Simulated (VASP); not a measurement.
A run of VASP 6.6.1 is set up as follows.

Contents of INCAR:

```
PREC = Accurate ; ENCUT = 520
EDIFF = 1E-6 ; ISMEAR = 0
SIGMA = 0.1 ; LREAL = False
LASPH = True ; NELM = 80
ALGO = Fast ; ISIF = 2
LWAVE = False ; LCHARG = False
GGA = PE ; NBANDS = 11
```

Contents of KPOINTS:

```
Automatic mesh
0
Gamma
  18 18 18
```

Contents of POSCAR:

```
Pd
1.0
    0.0000000000      1.9711878729      1.9711878729
    1.9711878729      0.0000000000      1.9711878729
    1.9711878729      1.9711878729      0.0000000000
Pd
1
Direct
    0.0000000000      0.0000000000      0.0000000000
```

Potentials or basis: VASP PAW PBE potentials, release 64 (Pd).

Launch:

```console
$ cat potpaw_PBE.64/Pd/POTCAR > POTCAR
$ mpirun -np 1 vasp_std > vasp.out
```

Problem. Predict the band gap on the k mesh.

Solution. Zero (band 5 reaches 9.42 eV, above the bottom of band 6 at 7.94 eV).

Problem. Estimate the pressure.

Solution. -0.2 GPa.
